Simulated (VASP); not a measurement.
A run of VASP 6.6.1 is set up as follows.

INCAR

```
SYSTEM = InAs
PREC = Accurate
ENCUT = 520
EDIFF = 1E-7
ISMEAR = -1
SIGMA = 0.08
LREAL = .False.
LASPH = .True.
NELM = 80
ALGO = Normal
ISIF = 2
LWAVE = .False.
LCHARG = .False.
GGA = PS
NBANDS = 16
```

The input KPOINTS:

```
regular mesh
0
Gamma
  11 11 11
  0 0 0
```

Contents of POSCAR:

```
InAs
1.0
    0.0000000000      2.4938092377      2.4938092377
    2.4938092377      0.0000000000      2.4938092377
    2.4938092377      2.4938092377      0.0000000000
In As
1 1
Direct
    0.0000000000      0.0000000000      0.0000000000
    0.2500000000      0.2500000000      0.2500000000
```

Potentials or basis: VASP PAW PBE potentials, release 64 (In_d, As).

Run with:

```sh
$ cat potpaw_PBE.64/In_d/POTCAR potpaw_PBE.64/As/POTCAR > POTCAR
$ mpirun -np 1 vasp_std > vasp.out
```

Q: What does it give for the band gap on the k mesh?

A: Zero (band 9 reaches 12.84 eV, above the bottom of band 10 at 12.79 eV).

Q: Predict the pressure.

A: 132.0 GPa.

Caveat: the PAW data sets were made with another functional, which shifts forces and pressure a little; spin-orbit coupling is left out, which moves the levels of the heavy elements.
